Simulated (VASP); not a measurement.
**Ti8Al24O (a cell with a defect): single point with PBE**

System: Ti8Al24O (a cell with a defect).

```
Ti Al O
1.0
     7.68950    0.00000    0.00000
     0.00000    7.68950    0.00000
     0.00000    0.00000    8.62372
Ti Al O
8 24 1
Direct
  0.99850 0.99492 0.99655
  0.25050 0.24835 0.49788
  0.00895 0.50184 0.00011
  0.25003 0.75127 0.49828
  0.50743 0.00635 0.99606
  0.75118 0.25068 0.49869
  0.50633 0.49050 0.99256
  0.74842 0.75003 0.49924
  0.99771 0.00125 0.49615
  0.24865 0.23842 0.99058
  0.99948 0.24492 0.24670
  0.25125 0.00445 0.74013
  0.99875 0.24900 0.74768
  0.24995 0.99534 0.24519
  0.99488 0.50115 0.50809
  0.25552 0.76824 0.97422
  0.99139 0.75411 0.25394
  0.25239 0.49730 0.74318
  0.00253 0.75186 0.74667
  0.23007 0.49190 0.28124
  0.50216 0.00139 0.49711
  0.75884 0.24839 0.99774
  0.50115 0.24659 0.24846
  0.75151 0.99841 0.74689
  0.50543 0.24875 0.74483
  0.74978 0.00160 0.24946
  0.50193 0.49899 0.49628
  0.74945 0.74763 0.99991
  0.49969 0.75363 0.24740
  0.75345 0.50197 0.74882
  0.50229 0.75089 0.74568
  0.74981 0.49777 0.24875
  0.30495 0.59339 0.10827
```

```json
{
  "Program": "VASP 6.6.1",
  "Task": "single point",
  "Functional": "PBE",
  "Potentials or basis": "VASP PAW PBE potentials, release 64 (Ti_sv, Al, O)",
  "Cutoff": "520 eV",
  "k mesh": "3 × 3 × 3",
  "Occupations": "methfessel-paxton, width 0.1 eV",
  "Spin": "no spin polarisation"
}
```

The pressure is 2.1 GPa. The largest force is 0.135 eV/Å and the band gap on the k mesh is zero (bands 87 and 88 overlap by 0.34 eV).

Forces on the atoms (eV/Å):
```
Ti  -0.004  0.067  0.033
Ti   0.019 -0.012 -0.012
Ti   0.041  0.013  0.018
Ti  -0.011  0.037  0.033
Ti  -0.018  0.019  0.009
Ti  -0.009  0.002 -0.011
Ti   0.048  0.002 -0.047
Ti  -0.036  0.026  0.013
Al   0.044 -0.025  0.002
Al   0.012 -0.038 -0.043
Al   0.002  0.027  0.009
Al   0.008 -0.015  0.008
Al   0.007  0.010 -0.025
Al  -0.008 -0.002  0.019
Al  -0.014  0.005 -0.002
Al   0.005  0.019 -0.051
Al   0.014  0.006  0.030
Al   0.000 -0.020 -0.004
Al   0.017 -0.025  0.030
Al   0.022  0.017  0.054
Al  -0.012 -0.017 -0.013
Al   0.003 -0.032  0.022
Al  -0.008 -0.005 -0.004
Al   0.014  0.001  0.012
Al  -0.016  0.041 -0.006
Al  -0.031 -0.002 -0.018
Al  -0.030  0.013 -0.002
Al  -0.012 -0.003  0.016
Al   0.021  0.024  0.011
Al  -0.016 -0.010 -0.033
Al   0.002 -0.031  0.023
Al   0.025 -0.020  0.010
O   -0.077 -0.076 -0.081
```

Stress tensor (GPa, compression positive):
```
 1.71 -0.32 -0.85
-0.32  2.71 -0.22
-0.85 -0.22  2.02
```

Levels at points of the mesh, in eV from the Fermi level:
| k point | band 85 | band 86 | band 87 | band 88 | band 89 | band 90 |
| --- | --- | --- | --- | --- | --- | --- |
| (0.00, 0.00, 0.00) | -0.30 | 0.05 | 0.11 | 0.14 | 0.36 | 0.44 |

Run time: 34 min on 1 thread of Oxide Virtual Turin-like Processor, on a shared host, peak memory 0.77 GiB.
